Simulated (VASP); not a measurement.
AlCo (CsCl type), 4 atoms in the cell. It takes space group Pm-3m (No. 221, cubic). The conventional cell has a = 2.853 Å, b = 2.853 Å, c = 2.853 Å, α = 90.00°, β = 90.00°, γ = 90.00°. Within 3.3 Å of Co (site symmetry m-3m) lie 8 Al at 2.47 Å and 6 Co at 2.85 Å. Al (site symmetry m-3m) has 8 Co at 2.47 Å and 6 Al at 2.85 Å within 3.3 Å. 

```yaml
Program: VASP 6.6.1
Task: single point
Functional: PBE
Potentials_or_basis: VASP PAW PBE potentials, release 64 (Co, Al)
Cutoff: 520 eV
k_mesh: 13 × 9 × 9
Occupations: fermi-dirac, width 0.1 eV
Spin: no spin polarisation
Dipole_correction: no
Further_INCAR_settings: ALGO = Normal; EDIFF = 1e-06; NBANDS = 20
```

Potentials or basis: VASP PAW PBE potentials, release 64 (Co, Al).

Command:

```sh
$ cat potpaw_PBE.64/Co/POTCAR potpaw_PBE.64/Al/POTCAR > POTCAR
$ mpirun -np 1 vasp_std > vasp.out
```

Hardware: 1 thread of Intel(R) Xeon(R) Platinum 8259CL CPU @ 2.50GHz (Skylake/Cascade Lake) (shared host).

Task: Estimate the wall time of this run.

Result: Wall time 54 s on 1 thread of Intel(R) Xeon(R) Platinum 8259CL CPU @ 2.50GHz (Skylake/Cascade Lake) (shared host), peak memory 0.21 GiB. Counts: scf iterations 13, k points 105.
